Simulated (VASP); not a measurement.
# Al in VASP: relaxation of the atoms with PBE

Aim: the relaxation of the atoms of Al with PBE.

Program: VASP 6.6.1. These are calculated values, not measurements. Logs are shortened: lines on timing, memory, paths and dates and some standing lists are left out, and cuts for length are marked.

**1. The cell of the first run**

The cell holds a slab with vacuum, 3 atoms: a = 2.857 Å, b = 4.041 Å, c = 18.858 Å, α = 90.00°, β = 90.00°, γ = 90.00°.

**2. Relaxation of the atoms, PBE**

The input, INCAR:

```
SYSTEM = Al
PREC = Accurate
ENCUT = 520
EDIFF = 1E-6
ISMEAR = -1
SIGMA = 0.08
LREAL = .False.
LASPH = .True.
NELM = 100
ALGO = Normal
ISIF = 2
LWAVE = .False.
LCHARG = .False.
LDIPOL = .True.
IDIPOL = 3
DIPOL = 0.5 0.5 0.500
GGA = PE
IBRION = 2
NSW = 32
EDIFFG = -0.01
```

The input, KPOINTS:

```
Automatic mesh
0
Gamma
  13 9 1
  0 0 0
```

The input, POSCAR:

```
Al
1.0
    2.8574853682      0.0000000000      0.0000000000
    0.0000000000      4.0410945620      0.0000000000
    0.0000000000      0.0000000000     18.8575000000
Al
3
Direct
    0.0000000000      0.0000000000      0.4245342840
    0.5000000000      0.5000000000      0.4999999959
    0.0000000000      0.0000000000      0.5754657201
```

Potentials or basis: VASP PAW PBE potentials, release 64 (Al).

Launch:

```console
$ cat potpaw_PBE.64/Al/POTCAR > POTCAR
$ mpirun -np 1 vasp_std > vasp.out
```

OUTCAR:

```text
SYSTEM = Al
   PREC = Accurate
   ENCUT = 520
   EDIFF = 1E-6
   ISMEAR = -1
   LREAL = .False.
   LASPH = .True.
   NELM = 100
   ISIF = 2
   GGA = PE
   IBRION = 2
   NSW = 32
   EDIFFG = -0.01

 ion  position               nearest neighbor table
   1  0.000  0.000  0.425-   3 2.85   2 2.85   2 2.85   2 2.85   2 2.85
   2  0.500  0.500  0.500-   1 2.85   1 2.85   1 2.85   1 2.85   3 2.85   3 2.85   3 2.85   3 2.85

   3  0.000  0.000  0.575-   1 2.85   2 2.85   2 2.85   2 2.85   2 2.85

  LATTYP: Found a simple orthorhombic cell.
 ALAT       =     2.8574853682
 B/A-ratio  =     1.4142135624
 C/A-ratio  =     6.5993338793

  Lattice vectors:

 A1 = (   2.8574853682,   0.0000000000,   0.0000000000)
 A2 = (   0.0000000000,   4.0410945620,   0.0000000000)
 A3 = (   0.0000000000,   0.0000000000,  18.8575000000)

Analysis of symmetry for initial positions (statically):
=====================================================================
 Subroutine PRICEL returns:
 Original cell was already a primitive cell.

 Routine SETGRP: Setting up the symmetry group for a
 simple orthorhombic supercell.

 Subroutine GETGRP returns: Found  8 space group operations
 (whereof  8 operations were pure point group operations)
 out of a pool of  8 trial point group operations.

The static configuration has the point symmetry D_2h.

Analysis of symmetry for dynamics (positions and initial velocities):
=====================================================================
 Subroutine PRICEL returns:
 Original cell was already a primitive cell.

 Routine SETGRP: Setting up the symmetry group for a
 simple orthorhombic supercell.

 Subroutine GETGRP returns: Found  8 space group operations
 (whereof  8 operations were pure point group operations)
 out of a pool of  8 trial point group operations.

The dynamic configuration has the point symmetry D_2h.

 Subroutine INISYM returns: Found  8 space group operations
 (whereof  8 operations are pure point group operations),
 and found     1 'primitive' translations

----------------------------------------------------------------------------------------

                                     Primitive cell

  volume of cell :     217.7545

  direct lattice vectors                    reciprocal lattice vectors
     2.857485368  0.000000000  0.000000000     0.349958047  0.000000000  0.000000000
     0.000000000  4.041094562  0.000000000     0.000000000  0.247457708  0.000000000
     0.000000000  0.000000000 18.857500000     0.000000000  0.000000000  0.053029299

  length of vectors
     2.857485368  4.041094562 18.857500000     0.349958047  0.247457708  0.053029299

  position of ions in fractional coordinates (direct lattice)
     0.000000000  0.000000000  0.424534284
     0.500000000  0.500000000  0.499999996
     0.000000000  0.000000000  0.575465720

  ion indices of the primitive-cell ions
   primitive index   ion index
                 1           1
                 2           2
                 3           3

----------------------------------------------------------------------------------------

 KPOINTS: Automatic mesh

Automatic generation of k-mesh.
 Grid dimensions read from file:
 generate k-points for:   13    9    1

 Generating k-lattice:

  Cartesian coordinates                     Fractional coordinates (reciprocal lattice)
     0.026919850  0.000000000  0.000000000     0.076923077  0.000000000  0.000000000
     0.000000000  0.027495301  0.000000000     0.000000000  0.111111111  0.000000000
     0.000000000  0.000000000  0.053029299     0.000000000  0.000000000  1.000000000

  Length of vectors
     0.026919850  0.027495301  0.053029299

  Shift w.r.t. Gamma in fractional coordinates (k-lattice)
     0.000000000  0.000000000  0.000000000

 Subroutine IBZKPT returns following result:
 ===========================================

 Found     35 irreducible k-points:

 Following reciprocal coordinates:
            Coordinates               Weight
  0.000000  0.000000  0.000000      1.000000
  0.076923  0.000000  0.000000      2.000000
  0.153846  0.000000  0.000000      2.000000
  0.230769  0.000000  0.000000      2.000000
  0.307692  0.000000  0.000000      2.000000
  0.384615  0.000000  0.000000      2.000000
[... 16 lines left out ...]
  0.076923  0.333333  0.000000      4.000000
  0.153846  0.333333  0.000000      4.000000
 [... further k-points ...]
   k-points           NKPTS =     35   k-points in BZ     NKDIM =     35   number of bands    NBANDS=      8
   number of dos      NEDOS =    301   number of ions     NIONS =      3
   total plane-waves  NPLWV = 100800
   dimension x,y,z NGX =    24 NGY =   30 NGZ =  140
   dimension x,y,z NGXF=    48 NGYF=   60 NGZF=  280
   ions per type =               3
   NGX,Y,Z   is equivalent  to a cutoff of  13.96, 12.34, 12.34 a.u.
   NGXF,Y,Z  is equivalent  to a cutoff of  27.93, 24.68, 24.68 a.u.
 SYSTEM =  Al
   PREC   = accura    normal or accurate (medium, high low for compatibility)
   ISTART =      0    job   : 0-new  1-cont  2-samecut
   ICHARG =      2    charge: 1-file 2-atom 10-const
   ISPIN  =      1    spin polarized calculation?
   LNONCOLLINEAR =      F non collinear calculations
   LSORBIT =      F    spin-orbit coupling
   LASPH  =      T    aspherical Exc in radial PAW
   ENCUT  =  520.0 eV  38.22 Ry    6.18 a.u.   5.31  7.51 35.06*2*pi/ulx,y,z
   NELM   =    100;   NELMIN=  2; NELMDL= -5     # of ELM steps
   EDIFF  = 0.1E-05   stopping-criterion for ELM
   LREAL  =      F    real-space projection
   EDIFFG = -.1E-01   stopping-criterion for IOM
   NSW    =     32    number of steps for IOM
   IBRION =      2    ionic relax: 0-MD 1-quasi-New 2-CG
   NFREE  =      1    steps in history (QN), initial steepest desc. (CG)
   ISIF   =      2    stress and relaxation
   ISYM   =      2    0-nonsym 1-usesym 2-fastsym
   POTIM  = 0.5000    time-step for ionic-motion
   TEBEG  =    0.0;   TEEND  =   0.0 temperature during run
   PSTRESS=    0.0 pullay stress
   NELECT =       9.0000    total number of electrons
   NUPDOWN=      -1.0000    fix difference up-down
   EMIN   =  10.00;   EMAX   =-10.00  energy-range for DOS
   EFERMI =   0.00;   METHOD = LEGACY
   ISMEAR =    -1;   SIGMA  =   0.08  broadening in eV -4-tet -1-fermi 0-gaus
   EFERMI_NEDOS =   21; number of points for ismear=-14 and -15
   IALGO  =     38    algorithm
   IMIX   =      4    mixing-type and parameters
     AMIX     =   0.40;   BMIX     =  1.00
     AMIX_MAG =   1.60;   BMIX_MAG =  1.00
  volume/ion in A,a.u.               =      72.58       489.83
  Fermi-wavevector in a.u.,A,eV,Ry     =   0.566022  1.069626  4.359046  0.320381
  Thomas-Fermi vector in A             =   1.604244
   LORBIT       =      0    0 simple, 1 ext, 2 COOP (PROOUT), +10 PAW based schemes
   GGA     = PE    functional components
   LHFCALC =     F    Hartree Fock is set to
   AEXX    =    0.0000 exact exchange contribution
   IVDW    =     0    specifies the selected vdW correction
   LEPSILON=     F    determine dielectric tensor
   LRPA    =     F    only Hartree local field effects (RPA)
 conjugate gradient relaxation of ions
 non-spin polarized calculation
  energy-cutoff  :      520.00
  volume of cell :      217.75
 maximum number of plane-waves:      5894
 NGX is ok and might be reduce to    24
   NGX = 11   NGY = 15   NGZ = 71

 dipolmoment           0.000000      0.000000      0.000000 electrons x Angstroem

 number of electron       9.0000000 magnetization

 dipolmoment           0.000000      0.000000     -0.000000 electrons x Angstroem

 Free energy of the ion-electron system (eV)
  ---------------------------------------------------
  ext. energy  EPLUGINS =         0.00000000
  ---------------------------------------------------
  free energy    TOTEN  =        -9.85389876 eV

  energy without entropy =       -9.82121186  energy(sigma->0) =       -9.83755531

 E-fermi :  -1.4445     XC(G=0):  -3.4222

 val. band max:       -1.4457957320   @ k =   0.3846   0.4444   0.0000
 cond. band min:      -1.3972561050   @ k =   0.4615   0.3333   0.0000
 fundamental gap:      0.0485396270
 Fermi energy:        -1.4445293811

 k-point     1 :       0.0000    0.0000    0.0000
  band No.  band energies     occupation
      1     -10.9448      2.00000
      2      -7.3360      2.00000
      3      -3.6219      2.00000
      4      -2.8327      2.00000
      5      -1.1480      0.04791
      6      -0.2742      0.00000
      7       0.7655      0.00000
      8       2.3120      0.00000

 k-point     2 :       0.0769    0.0000    0.0000
  band No.  band energies     occupation
      1     -10.8381      2.00000
      2      -7.2303      2.00000
      3      -3.5202      2.00000
      4      -2.7347      2.00000
      5      -1.0492      0.01418
      6      -0.1741      0.00000
      7       0.8635      0.00000
      8       2.3999      0.00000

 k-point     3 :       0.1538    0.0000    0.0000
  band No.  band energies     occupation
      1     -10.5185      2.00000
      2      -6.9137      2.00000
      3      -3.2182      2.00000
      4      -2.4403      1.99999
      5      -0.7669      0.00042
      6       0.1242      0.00000
      7       1.1575      0.00000
      8       1.5221      0.00000

 k-point     4 :       0.2308    0.0000    0.0000
  band No.  band energies     occupation
      1      -9.9878      2.00000
      2      -6.3879      2.00000
      3      -2.7374      2.00000
      4      -1.9496      1.99638
      5      -0.7579      0.00037
      6       0.0334      0.00000
      7       0.6058      0.00000
      8       1.6467      0.00000

 k-point     5 :       0.3077    0.0000    0.0000
  band No.  band energies     occupation
      1      -9.2487      2.00000
      2      -5.6563      2.00000
      3      -2.7100      2.00000
      4      -1.7853      1.97214
      5      -1.2624      0.18626
      6       0.5558      0.00000
      7       0.7536      0.00000
      8       1.5289      0.00000

 k-point     6 :       0.3846    0.0000    0.0000
  band No.  band energies     occupation
      1      -8.3065      2.00000
      2      -4.7244      2.00000
      3      -4.2802      2.00000
      4      -1.0214      0.01005
      5      -0.7609      0.00039
      6      -0.3799      0.00000
      7       1.4106      0.00000
      8       2.2934      0.00000

 k-point     7 :       0.4615    0.0000    0.0000
  band No.  band energies     occupation
      1      -7.1798      2.00000
      2      -5.7780      2.00000
      3      -3.6110      2.00000
      4      -2.2308      1.99989
      5      -0.0450      0.00000
      6       0.6858      0.00000
      7       1.6538      0.00000
      8       2.0205      0.00000
[... 133 lines left out ...]
 k-point    20 :       0.3846    0.2222    0.0000
  band No.  band energies     occupation
      1      -7.8779      2.00000
      2      -4.3410      2.00000
      3      -3.9209      2.00000
      4      -2.9777      2.00000
      5      -0.5703      0.00004
      6      -0.4140      0.00001
      7       0.6217      0.00000
      8       0.8915      0.00000

 k-point    21 :       0.4615    0.2222    0.0000
  band No.  band energies     occupation
      1      -6.7544      2.00000
      2      -5.3638      2.00000
      3      -3.2373      2.00000
      4      -1.9667      1.99708
      5      -1.8465      1.98694
      6      -0.5538      0.00003
      7       0.3890      0.00000
      8       1.6886      0.00000

 k-point    22 :       0.0000    0.3333    0.0000
  band No.  band energies     occupation
      1      -9.9694      2.00000
      2      -6.9755      2.00000
      3      -6.4958      2.00000
      4      -3.1173      2.00000
      5      -2.7491      2.00000
      6       0.8807      0.00000
      7       1.3726      0.00000
      8       3.3197      0.00000

 k-point    23 :       0.0769    0.3333    0.0000
  band No.  band energies     occupation
      1      -9.8635      2.00000
      2      -6.8717      2.00000
      3      -6.3902      2.00000
      4      -3.0161      2.00000
      5      -2.6488      2.00000
      6       0.9778      0.00000
      7       1.4730      0.00000
      8       3.3916      0.00000

 k-point    24 :       0.1538    0.3333    0.0000
  band No.  band energies     occupation
      1      -9.5462      2.00000
      2      -6.5607      2.00000
      3      -6.0742      2.00000
      4      -2.7129      2.00000
      5      -2.3495      1.99998
      6       1.2620      0.00000
      7       1.7624      0.00000
      8       2.3277      0.00000

 [... further k-points ...]

------------------------ aborting loop because EDIFF is reached ----------------------------------------

 vacuum level on the upper side and lower side of the slab       (xc-potential included)        -0.091        -0.091

  FORCE on cell =-STRESS in cart. coord.  units (eV):
  Direction    XX          YY          ZZ          XY          YZ          ZX
  --------------------------------------------------------------------------------------
  -------------------------------------------------------------------------------------
  Total       -3.4583215     -1.4279515     -0.0076275      0.0000000      0.0000000      0.0000000
  in kB      -25.4453715    -10.5064716     -0.0561214      0.0000000      0.0000000      0.0000000
  external PRESSURE =     -12.0026549 kB  Pullay stress =       0.0000000 kB

 VOLUME and BASIS-vectors are now :
 -----------------------------------------------------------------------------
  energy-cutoff  :      520.00
  volume of cell :      217.75
      direct lattice vectors                 reciprocal lattice vectors
     2.857485368  0.000000000  0.000000000     0.349958047  0.000000000  0.000000000
     0.000000000  4.041094562  0.000000000     0.000000000  0.247457708  0.000000000
     0.000000000  0.000000000 18.857500000     0.000000000  0.000000000  0.053029299

 POSITION                                       TOTAL-FORCE (eV/Angst)
 -----------------------------------------------------------------------------------
      0.00000      0.00000      8.00566         0.000000      0.000000      0.001904
      1.42874      2.02055      9.42875         0.000000      0.000000      0.000000
      0.00000      0.00000     10.85184         0.000000      0.000000     -0.001904
 -----------------------------------------------------------------------------------
    total drift:                               -0.000000      0.000000      0.000002

  FREE ENERGIE OF THE ION-ELECTRON SYSTEM (eV)
  ---------------------------------------------------
  free  energy   TOTEN  =        -9.8538987551 eV

  energy  without entropy=       -9.8212118579  energy(sigma->0) =       -9.83755531

 reached required accuracy - stopping structural energy minimisation

 vacuum level on the upper side and lower side of the slab         2.766         2.766
```

It took 2 min on 1 thread of Intel Xeon 8259CL, shared host; peak memory 0.31 GiB.

What came out:

```
Free energy            : -9.8539 eV
Band gap on the k mesh : zero (an odd number of electrons rules out a gap without spin polarisation)
```

Final structure:
```
CELL_PARAMETERS angstrom
2.85749 0.00000 0.00000
0.00000 4.04109 0.00000
0.00000 0.00000 18.85750
ATOMIC_POSITIONS crystal
Al 0.00000 0.00000 0.42453
Al 0.50000 0.50000 0.50000
Al 0.00000 0.00000 0.57547
```

The gap in the log of VASP goes by the Fermi energy; the results here count the filled bands.